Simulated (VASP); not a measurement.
Input of a VASP 6.6.1 run:

The input INCAR:

```
SYSTEM = Mo
  ALGO = Normal
  EDIFF = 1E-6
  EDIFFG = -0.005
  ENCUT = 600
  GGA = PE
  IBRION = 2
  ISIF = 4
  ISMEAR = -1
  LASPH = .True.
  LCHARG = .False.
  LREAL = .False.
  LWAVE = .False.
  NELM = 60
  NSW = 50
  PREC = Accurate
  SIGMA = 0.05
```

Contents of KPOINTS:

```
k-points
0
Gamma
  18 18 18
  0 0 0
```

Contents of POSCAR:

```
Mo
1.0
   -2.1111979179      2.1111979179      1.0986585196
    2.1111979179     -2.1111979179      1.0986585196
    2.1111979179      2.1111979179     -1.0986585196
Mo
2
Direct
   -0.3750000000     -0.1250000000     -0.2500000000
    0.3750000000      0.1250000000      0.2500000000
```

Potentials or basis: VASP PAW PBE potentials, release 64 (Mo_sv).

Launch:

```console
$ cat potpaw_PBE.64/Mo_sv/POTCAR > POTCAR
$ mpirun -np 1 vasp_std > vasp.out
```

Question: What does it give for the band gap on the k mesh?

Answer: Zero (bands 14 and 15 overlap by 5.43 eV).

Step by step:
```csv
step,energy change (eV),largest force (eV/Å),pressure (GPa),volume (Å³)
1,0.0000,0.0000,344.57,19.59
2,0.0284,0.0000,345.32,19.59
3,-0.0029,0.0000,344.61,19.59
```
